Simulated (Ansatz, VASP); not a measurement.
# TlRu3: VASP beside Ansatz

```
CELL_PARAMETERS angstrom
3.98298 0.00000 0.00000
0.00000 3.98298 0.00000
0.00000 0.00000 3.98298
ATOMIC_POSITIONS crystal
Tl 0.00000 0.00000 0.00000
Ru 0.00000 0.50000 0.50000
Ru 0.50000 0.00000 0.50000
Ru 0.50000 0.50000 0.00000
```

Alike in both runs: task single point; functional PBE; k mesh 12 × 12 × 12; occupations gaussian, width 0.1 eV; no spin polarisation; Hubbard terms Ru d U = 5.0 eV.

```csv
,VASP,Ansatz
version,VASP 6.6.1,Ansatz 0.2.0
potentials or method,"VASP PAW PBE potentials, release 64 (Tl_d, Ru_pv), cutoff 520 eV","scalar-relativistic, plane waves, PAW"
valence electrons in the cell,55,61
```

```tsv
	VASP	Ansatz	Ansatz less VASP
gap on the k mesh at the Fermi level (eV)	none	none	-
pressure (GPa)	-1.6	2.6	+4.19
```

The programs project onto different local orbitals, so the same U acts differently, and such runs can settle in different states. A gap of «none» marks a metal or a gap that the smearing closes. VASP's potentials hold 55 valence electrons a cell and Ansatz's 61, so a difference there can come from the potentials and not from the codes. Ansatz's warnings: filled band counts differ across k points.

Neither program's run includes spin-orbit coupling.
